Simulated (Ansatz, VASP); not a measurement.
## Two plane-wave programs on Ag

```
Ag
1.0
     2.93000    0.00000    0.00000
    -1.46500    2.53745    0.00000
     0.00000    0.00000    4.79000
Ag
2
Direct
  0.33333 0.66667 0.25000
  0.66667 0.33333 0.75000
```

Alike in both runs: task single point; functional r2SCAN; k mesh 18 × 18 × 10; occupations gaussian, width 0.15 eV; no spin polarisation.

|  | VASP | Ansatz |
| --- | --- | --- |
| version | VASP 6.6.1 | Ansatz 0.2.0 |
| potentials or method | VASP PAW PBE potentials, release 64 (Ag), cutoff 520 eV | scalar-relativistic, plane waves, PAW |
| valence electrons in the cell | 22 | 38 |

|  | VASP | Ansatz | Ansatz less VASP |
| --- | --- | --- | --- |
| gap on the k mesh at the Fermi level (eV) | none | none | - |
| pressure (GPa) | -2.5 | -2.6 | -0.10 |
| traceless stress, the component that is largest in VASP (GPa) | 0.08 | 0.08 | +0.001 |

VASP's potentials were made for PBE, not for r2SCAN. A gap of «none» marks a metal or a gap that the smearing closes. With one functional, cell and mesh, what is left measures potentials, basis and numerics. VASP's potentials hold 22 valence electrons a cell and Ansatz's 38, so a difference there can come from the potentials and not from the codes.
